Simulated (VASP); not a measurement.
Input of a VASP 6.6.1 run:

Contents of INCAR:

```
SYSTEM = WC
ALGO = Normal
EDIFF = 1E-6
ENCUT = 520
GGA = PE
ISIF = 2
ISMEAR = -1
LASPH = .TRUE.
LCHARG = .FALSE.
LREAL = .FALSE.
LWAVE = .FALSE.
NBANDS = 16
NELM = 80
PREC = Accurate
SIGMA = 0.08
```

File KPOINTS:

```
k-points
0
G
  15 15 15
  0 0 0
```

Contents of POSCAR:

```
WC
1.0
    2.3501257693      0.0000000000      0.0000000000
    0.0000000000      2.3501257693      0.0000000000
    0.0000000000      0.0000000000      2.3501257693
W C
1 1
Direct
    0.0000000000      0.0000000000      0.0000000000
    0.5000000000      0.5000000000      0.5000000000
```

Potentials or basis: VASP PAW PBE potentials, release 64 (W_sv, C).

The run is started by

```console
$ cat potpaw_PBE.64/W_sv/POTCAR potpaw_PBE.64/C/POTCAR > POTCAR
$ mpirun -np 1 vasp_std > vasp.out
```

Question: Estimate the band gap on the k mesh.

Answer: Zero (band 9 reaches 30.29 eV, above the bottom of band 10 at 17.90 eV).

Question: Estimate the pressure.

Answer: 421.8 GPa.

Caveat: spin-orbit coupling is left out, which moves the levels of the heavy elements.
